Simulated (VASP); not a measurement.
# Ag (R-3m) in VASP: further runs, part 2 of 2

VASP 6.6.1.

### Step 3. Single point, PBEsol

This run uses another cell than the first one, of 14.78 Å³/atom.

The input, INCAR:

```
SYSTEM = Ag
PREC     = Accurate       ! precision mode
ENCUT    = 520            ! plane-wave cutoff, eV
EDIFF    = 1E-6           ! SCF threshold, eV
ISMEAR   = 0              ! smearing method
SIGMA    = 0.1            ! smearing width, eV
LREAL    = .FALSE.        ! projectors in reciprocal space
LASPH    = .TRUE.         ! aspherical terms in the spheres
NELM     = 80             ! most SCF steps
ALGO     = Fast           ! electronic algorithm
ISIF     = 2              ! what is computed and relaxed
LWAVE    = .FALSE.        ! write WAVECAR
LCHARG   = .TRUE.         ! write CHGCAR
GGA      = PS             ! functional
LELF     = .TRUE.         ! ELF
LVHAR    = .TRUE.       
NBANDS   = 24             ! bands
```

The input, KPOINTS:

```
Automatic mesh
0
G
  18 18 18
  0 0 0
```

The input, POSCAR:

```
Ag
1.0
    1.3778973072      0.7955293812      6.7431733834
   -1.3778973072      0.7955293812      6.7431733834
    0.0000000000     -1.5910587624      6.7431733834
Ag
3
Direct
    0.0000000000      0.0000000000      0.0000000000
    0.7776676998      0.7776676998      0.7776676998
    0.2223323002      0.2223323002      0.2223323002
```

Potentials or basis: VASP PAW PBE potentials, release 64 (Ag).

Command:

```console
$ cat potpaw_PBE.64/Ag/POTCAR > POTCAR
$ mpirun -np 1 vasp_std > vasp.out
```

OUTCAR:

```text
SYSTEM = Ag
   PREC = Accurate
   ENCUT = 520
   EDIFF = 1E-6
   ISMEAR = 0
   LREAL = .FALSE.
   LASPH = .TRUE.
   NELM = 80
   ISIF = 2
   GGA = PS

 ion  position               nearest neighbor table
   1  0.000  0.000  0.000-   2 2.75   3 2.75   2 2.75   2 2.75   3 2.75   3 2.75
   2  0.778  0.778  0.778-   1 2.75   1 2.75   1 2.75   3 2.76   3 2.76   3 2.76
   3  0.222  0.222  0.222-   1 2.75   1 2.75   1 2.75   2 2.76   2 2.76   2 2.76

  LATTYP: Found a trigonal (rhomboedric) cell.
 ALAT       =     6.9283371211
 COS(alpha) =     0.9208946830

  Lattice vectors:

 A1 = (   1.3778973072,   0.7955293812,   6.7431733834)
 A2 = (  -1.3778973072,   0.7955293812,   6.7431733834)
 A3 = (   0.0000000000,  -1.5910587624,   6.7431733834)

Analysis of symmetry for initial positions (statically):
=====================================================================
 Subroutine PRICEL returns:
 Original cell was already a primitive cell.

 Routine SETGRP: Setting up the symmetry group for a
 trigonal (rhombohedral) supercell.

 Subroutine GETGRP returns: Found 12 space group operations
 (whereof 12 operations were pure point group operations)
 out of a pool of 12 trial point group operations.

The static configuration has the point symmetry D_3d.

Analysis of symmetry for dynamics (positions and initial velocities):
=====================================================================
 Subroutine PRICEL returns:
 Original cell was already a primitive cell.

 Routine SETGRP: Setting up the symmetry group for a
 trigonal (rhombohedral) supercell.

 Subroutine GETGRP returns: Found 12 space group operations
 (whereof 12 operations were pure point group operations)
 out of a pool of 12 trial point group operations.

The dynamic configuration has the point symmetry D_3d.

 Subroutine INISYM returns: Found 12 space group operations
[... 115 lines left out ...]
   EFERMI_NEDOS =   21; number of points for ismear=-14 and -15
   IALGO  =     68    algorithm
   IMIX   =      4    mixing-type and parameters
     AMIX     =   0.40;   BMIX     =  1.00
     AMIX_MAG =   1.60;   BMIX_MAG =  1.00
  volume/ion in A,a.u.               =      14.78        99.76
  Fermi-wavevector in a.u.,A,eV,Ry     =   1.483485  2.803381 29.942733  2.200729
  Thomas-Fermi vector in A             =   2.597141
   LORBIT       =      0    0 simple, 1 ext, 2 COOP (PROOUT), +10 PAW based schemes
   GGA     = PS    functional components
   LHFCALC =     F    Hartree Fock is set to
   AEXX    =    0.0000 exact exchange contribution
   IVDW    =     0    specifies the selected vdW correction
   LEPSILON=     F    determine dielectric tensor
   LRPA    =     F    only Hartree local field effects (RPA)
 non-spin polarized calculation
 RMM-DIIS sequential band-by-band and
 Gauss-broadening in eV      SIGMA  =   0.10
  energy-cutoff  :      520.00
  volume of cell :       44.35
 maximum number of plane-waves:      1208
 NGX is ok and might be reduce to    54
   NGX = 25   NGY = 25   NGZ = 25

 number of electron      33.0000002 magnetization

 Free energy of the ion-electron system (eV)
  ---------------------------------------------------
  ext. energy  EPLUGINS =         0.00000000
  ---------------------------------------------------
  free energy    TOTEN  =        -9.61676927 eV

  energy without entropy =       -9.61310535  energy(sigma->0) =       -9.61493731

 E-fermi :  10.3497     XC(G=0): -13.2844

 val. band max:       10.3488201647   @ k =   0.2778   0.0556   0.0556
 cond. band min:      10.3592358143   @ k =   0.4444   0.3333   0.3333
 fundamental gap:      0.0104156496
 Fermi energy:        10.3497130880

 k-point     1 :       0.0000    0.0000    0.0000
  band No.  band energies     occupation
      1       1.4307      2.00000
      2       3.1349      2.00000
      3       3.1423      2.00000
      4       5.0045      2.00000
      5       5.0045      2.00000
      6       5.0268      2.00000
[... 637 lines left out ...]
     23      24.8338      0.00000
     24      25.5589      0.00000

 [... further k-points ...]

------------------------ aborting loop because EDIFF is reached ----------------------------------------

  FORCE on cell =-STRESS in cart. coord.  units (eV):
  Direction    XX          YY          ZZ          XY          YZ          ZX
  --------------------------------------------------------------------------------------
  -------------------------------------------------------------------------------------
  Total        5.3943050      5.3943050      5.3927614      0.0000000      0.0000000      0.0000000
  in kB      194.8755831    194.8755831    194.8198173      0.0000000      0.0000000      0.0000000
  external PRESSURE =     194.8569945 kB  Pullay stress =       0.0000000 kB

 VOLUME and BASIS-vectors are now :
 -----------------------------------------------------------------------------
  energy-cutoff  :      520.00
  volume of cell :       44.35
      direct lattice vectors                 reciprocal lattice vectors
     1.377897307  0.795529381  6.743173383     0.362871745  0.209504100  0.049432710
    -1.377897307  0.795529381  6.743173383    -0.362871745  0.209504100  0.049432710
     0.000000000 -1.591058762  6.743173383     0.000000000 -0.419008199  0.049432710

 POSITION                                       TOTAL-FORCE (eV/Angst)
 -----------------------------------------------------------------------------------
      0.00000      0.00000      0.00000         0.000000      0.000000      0.000000
      0.00000      0.00000     15.73184         0.000000     -0.000000      0.000238
      0.00000      0.00000      4.49768         0.000000     -0.000000     -0.000238
 -----------------------------------------------------------------------------------
    total drift:                               -0.000000     -0.000000      0.000000

  FREE ENERGIE OF THE ION-ELECTRON SYSTEM (eV)
  ---------------------------------------------------
  free  energy   TOTEN  =        -9.6167692717 eV

  energy  without entropy=       -9.6131053511  energy(sigma->0) =       -9.61493731
```

stdout:

```text
POSCAR found type information on POSCAR Ag
 POSCAR found :  1 types and       3 ions
 scaLAPACK will be used
 -----------------------------------------------------------------------------
|                                                                             |
|                                                                             |
|     You enforced a specific xc type in the INCAR file but a different       |
|     I HOPE YOU KNOW WHAT YOU ARE DOING!                                     |
|                                                                             |
 -----------------------------------------------------------------------------

 LDA part: xc-table for (Slater+PW92), standard interpolation
 POSCAR, INCAR and KPOINTS ok, starting setup
 FFT: planning ... GRIDC
 FFT: planning ... GRID_SOFT
 FFT: planning ... GRID
 WAVECAR not read
 entering main loop
```

Run time: 38 min. Hardware: 1 thread of Intel Xeon 6975P-C (Granite Rapids), shared host; peak memory 0.74 GiB.

Results:

```yaml
Free_energy: -9.6168 eV
Pressure: 19.5 GPa
Band_gap_on_the_k_mesh: zero (an odd number of electrons rules out a gap without spin polarisation)
```

Levels at points of the mesh, in eV from the Fermi level:
```tsv
k point	band 15	band 16	band 17	band 18	band 19	band 20
(0.00, 0.00, 0.00)	-3.43	-3.43	-3.27	-3.27	8.98	9.03
(0.50, 0.00, 0.00)	-2.81	-0.29	1.17	1.54	5.80	5.93
(0.50, 0.50, 0.00)	-2.76	-0.10	0.56	1.83	5.01	6.74
(0.50, 0.50, 0.50)	-3.84	-3.06	-3.06	-0.83	4.50	14.78
```

Caveat: the cell stands under pressure; the PAW data sets were made with another functional, which shifts forces and pressure a little.

### Step 4. Relaxation of shape and atoms at fixed volume, PBEsol (17.18 Å³/atom)

This run uses another cell than the first one, of 17.18 Å³/atom.

The input, INCAR:

```
SYSTEM = Ag
PREC = Accurate
ENCUT = 600
EDIFF = 1E-6
ISMEAR = 0
SIGMA = 0.1
LREAL = .FALSE.
LASPH = .TRUE.
NELM = 80
ALGO = Fast
ISIF = 4
LWAVE = .FALSE.
LCHARG = .FALSE.
GGA = PS
IBRION = 2
NSW = 50
EDIFFG = -0.01
```

The input, KPOINTS:

```
regular mesh
0
G
  18 18 18
  0 0 0
```

The input, POSCAR:

```
Ag
1.0
    1.4485732025      0.8363341284      7.0891787772
   -1.4485732025      0.8363341284      7.0891787772
    0.0000000000     -1.6726682568      7.0891787772
Ag
3
Direct
    0.0000000000      0.0000000000      0.0000000000
    0.7776871195      0.7776871195      0.7776871195
    0.2223128805      0.2223128805      0.2223128805
```

Command:

```console
$ cat potpaw_PBE.64/Ag/POTCAR > POTCAR
$ mpirun -np 1 vasp_std > vasp.out
```

It took 59 min on 1 thread of Oxide Virtual Turin-like, shared host; peak memory 0.89 GiB.

Results (log left out):

```yaml
Free_energy: -9.9034 eV
Pressure_after_relaxing: -3.4 GPa
Band_gap_on_the_k_mesh: zero (an odd number of electrons rules out a gap without spin polarisation)
```

Final structure:
```yaml
crystal:
  lattice:
    - [1.44857, 0.83633, 7.08918]
    - [-1.44857, 0.83633, 7.08918]
    - [0.00000, -1.67267, 7.08918]
  atoms:
    - { symbol: Ag, position: [0.00000, 0.00000, 0.00000] }
    - { symbol: Ag, position: [0.77769, 0.77769, 0.77769] }
    - { symbol: Ag, position: [0.22231, 0.22231, 0.22231] }
```

Levels at points of the mesh, in eV from the Fermi level:
```
           k point  band 13  band 14  band 15  band 16  band 17  band 18  band 19  band 20
(0.00, 0.00, 0.00)    -3.30    -3.29    -3.25    -3.25    -3.13    -3.13     7.93     7.95
(0.50, 0.00, 0.00)    -2.79    -2.78    -2.78    -0.08     1.20     1.30     4.92     5.09
(0.50, 0.50, 0.00)    -2.81    -2.79    -2.74     0.21     0.53     1.54     4.09     5.96
(0.50, 0.50, 0.50)    -3.72    -3.57    -3.57    -2.97    -2.97    -0.40     3.58    14.19
```

Caveat: the relaxation stopped at its first step, so nothing moved; the PAW data sets were made with another functional, which shifts forces and pressure a little.

### Step 5. Summary

| task | cell | cutoff (eV) | gap on the mesh (eV) | pressure (GPa) |
| --- | --- | --- | --- | --- |
| single point | a = 6.760 Å, angles 22.9°, 3 atoms | 520 | none | 39.4 |
| single point | a = 6.928 Å, angles 22.9°, 3 atoms | 520 | none | 19.5 |
| relaxation of shape and atoms at fixed volume | relaxed from a = 7.284 Å, angles 22.9°, 3 atoms | 600 | none | -3.4 |

Alike in all rows: level PBEsol; potentials or basis VASP PAW PBE potentials, release 64 (Ag); no spin polarisation; k mesh 18 × 18 × 18; smearing gaussian 0.1 eV.

Caveats: the PAW data sets were made with another functional, which shifts forces and pressure a little; the cell stands under pressure (at least some runs); the relaxation stopped at its first step, so nothing moved (at least some runs).

Total energies depend on the potentials used, so only differences within one code and one set of settings carry meaning.
